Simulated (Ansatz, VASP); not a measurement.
**Nb3CdB in VASP and in Ansatz**

```xyz
5
Lattice="2.9796 0.0000 0.0000 0.0000 4.7036 0.0000 0.0000 0.0000 6.4192" Properties=species:S:1:pos:R:3 pbc="T T T"
Nb    0.0000    0.0000    0.0000
Nb    0.0000    2.3518    1.6137
Nb    0.0000    2.3518    4.8055
Cd    0.0000    0.0000    3.2096
B     1.4898    2.3518    0.0000
```

Alike in both runs: functional PBE; k mesh 6 × 4 × 4; occupations gaussian, width 0.1 eV; no spin polarisation.

Ansatz relaxed the structure, and its values are those at the end. VASP's run is a single point on that final structure, the one shown.

|  | VASP | Ansatz |
| --- | --- | --- |
| version | VASP 6.6.1 | Ansatz 0.2.0 |
| potentials or method | VASP PAW PBE potentials, release 64 (Nb_sv, Cd, B), cutoff 520 eV | scalar-relativistic, plane waves, PAW |
| valence electrons in the cell | 54 | 62 |

Ansatz gave:

* gap on the k mesh at the Fermi level (eV): none
* pressure (GPa): 0.1
* rms of the force components (eV/Å): 0.003

Task: Which values does VASP return?

Result: gap on the k mesh at the Fermi level (eV): none; pressure (GPa): 0.0; rms of the force components (eV/Å): 0.014.

A gap of «none» marks a metal or a gap that the smearing closes. VASP's potentials hold 54 valence electrons a cell and Ansatz's 62, so a difference there can come from the potentials and not from the codes.
